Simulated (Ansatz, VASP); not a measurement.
GaN: VASP beside Ansatz

INCAR

```
  PREC = Accurate
  ENCUT = 1330
  EDIFF = 1E-6
  ISMEAR = -1
  SIGMA = 0.05
  LREAL = F
  LASPH = T
  NELM = 120
  ALGO = Normal
  ISIF = 2
  LWAVE = F
  LCHARG = F
  GGA = B5
  ALDAX = 1.0
  AGGAX = 1.0
  AGGAC = 1.0
  ALDAC = 0.0
  IVDW = 13
  VDW_S6 = 1.0
  VDW_S8 = 2.34076671
  VDW_A1 = 0.44488865
  VDW_A2 = 4.0933009
  NBANDS = 16
  GGA_COMPAT = F
```

The input KPOINTS:

```
regular mesh
0
Gamma
  10 10 10
```

POSCAR

```
GaN
1.0
    0.0000000000      2.2383759866      2.2383759866
    2.2383759866      0.0000000000      2.2383759866
    2.2383759866      2.2383759866      0.0000000000
Ga N
1 1
Direct
    0.0000000000      0.0000000000      0.0000000000
    0.2500000000      0.2500000000      0.2500000000
```

Contents of input.yaml:

```yaml
crystal:
  lattice:
    - [0.0, 2.2383759866, 2.2383759866]
    - [2.2383759866, 0.0, 2.2383759866]
    - [2.2383759866, 2.2383759866, 0.0]
  atoms:
    - { symbol: Ga, position: [0.0, 0.0, 0.0] }
    - { symbol: "N", position: [0.25, 0.25, 0.25] }
hamiltonian:
  xc: blyp
  pseudopotentials: { kind: paw }
  dispersion: d4
kpoints:
  mp_grid: { grid: [10, 10, 10] }
scf:
  occupations: { method: fermi_dirac, width: 0.05 }
output:
  forces: true
  stress: true
  eigenvalues: true
```

Alike in both runs: task single point; functional BLYP; dispersion D4; k mesh 10 × 10 × 10; occupations fermi-dirac, width 0.05 eV; no spin polarisation.

|  | VASP | Ansatz |
| --- | --- | --- |
| version | VASP 6.6.1 | Ansatz 0.2.0 |
| potentials or method | VASP PAW PBE potentials, release 64 (Ga_d, N_h) | Ansatz PAW |
| plane-wave cutoff (eV) | 1330 | 420 |
| valence electrons in the cell | 18 | 18 |

Ansatz gave:

- gap on the k mesh at the Fermi level (eV): 1.96
- least direct gap on the mesh (eV): 1.96
- pressure (GPa): 2.8

Task: Which values does VASP return?

Result: gap on the k mesh at the Fermi level (eV): 1.95; least direct gap on the mesh (eV): 1.95; pressure (GPa): 4.4.

VASP's potentials were made for PBE, not for BLYP.
